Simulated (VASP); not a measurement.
# Ti: relaxation of cell and atoms with PBE

Ti:

```xyz
1
Lattice="0.0000 1.9797 1.9797 1.9797 0.0000 1.9797 1.9797 1.9797 0.0000" Properties=species:S:1:pos:R:3 pbc="T T T"
Ti    0.0000    0.0000    0.0000
```

* Program: VASP 6.6.1
* Task: relaxation of cell and atoms
* Functional: PBE
* Potentials or basis: VASP PAW PBE potentials, release 64 (Ti_sv)
* Cutoff: 500 eV
* k mesh: 14 × 14 × 14
* Occupations: fermi-dirac, width 0.05 eV
* Spin: no spin polarisation
* Dipole correction: no
* Further INCAR settings: ALGO = Normal; EDIFF = 1e-07; IBRION = 2; EDIFFG = -0.005; NSW = 100; ISIF = 3

```yaml
Relaxed_volume: 17.32 Å³/atom
Relaxed_cell: a = 2.904 Å, b = 2.904 Å, c = 2.904 Å, α = 60.00°, β = 60.00°, γ = 60.00°
Space_group_after_relaxing_to_0.05_Å: Fm-3m (No. 225)
Energy_gained_by_relaxing: 74.0 meV/atom
Ionic_steps: 17
Pressure_after_relaxing: 0.0 GPa
Band_gap_on_the_k_mesh: zero (band 6 reaches 9.13 eV, above the bottom of band 7 at 7.86 eV)
```

The path:
```csv
step,energy change (eV),largest force (eV/Å),pressure (GPa),volume (Å³)
1,0.0000,0.0000,14.28,15.52
2,-0.0337,0.0000,-7.96,18.84
3,-0.0740,0.0000,-0.08,17.33
4,-0.0740,0.0000,0.15,17.29
5,-0.0740,0.0000,0.15,17.29
6,-0.0740,0.0000,0.16,17.29
7,-0.0740,0.0000,0.14,17.29
8,-0.0740,0.0000,0.14,17.29
9,-0.0740,0.0000,0.14,17.29
10,-0.0740,0.0000,0.14,17.29
11,-0.0740,0.0000,0.14,17.29
12,-0.0740,0.0000,0.14,17.29
13,-0.0740,0.0000,0.14,17.29
14,-0.0740,0.0000,0.14,17.29
15,-0.0740,0.0000,0.14,17.30
16,-0.0740,0.0000,0.07,17.30
17,-0.0740,0.0000,0.01,17.32
```

Final structure:
```cif
data_structure
_symmetry_space_group_name_H-M 'P 1'
_symmetry_Int_Tables_number 1
_cell_length_a 2.9039
_cell_length_b 2.9039
_cell_length_c 2.9039
_cell_angle_alpha 60.000
_cell_angle_beta 60.000
_cell_angle_gamma 60.000
_cell_volume 17.32
loop_
_atom_site_label
_atom_site_type_symbol
_atom_site_fract_x
_atom_site_fract_y
_atom_site_fract_z
_atom_site_occupancy
Ti1 Ti 0.00000 0.00000 0.00000 1
```

Levels at points of the mesh, in eV from the Fermi level:
```csv
k point,band 3,band 4,band 5,band 6,band 7,band 8,band 9,band 10
"(0.00, 0.00, 0.00)",-32.56,-32.56,-6.10,0.88,0.88,0.88,2.52,2.52
"(0.50, 0.00, 0.00)",-32.65,-32.65,-2.59,0.64,0.76,0.76,3.58,3.58
"(0.50, 0.50, 0.00)",-32.80,-32.80,-2.58,-1.71,2.86,3.58,3.86,3.86
```

Wall time 79 s on 1 thread of Intel Xeon 6975P-C, with other jobs on the host, peak memory 0.14 GiB.
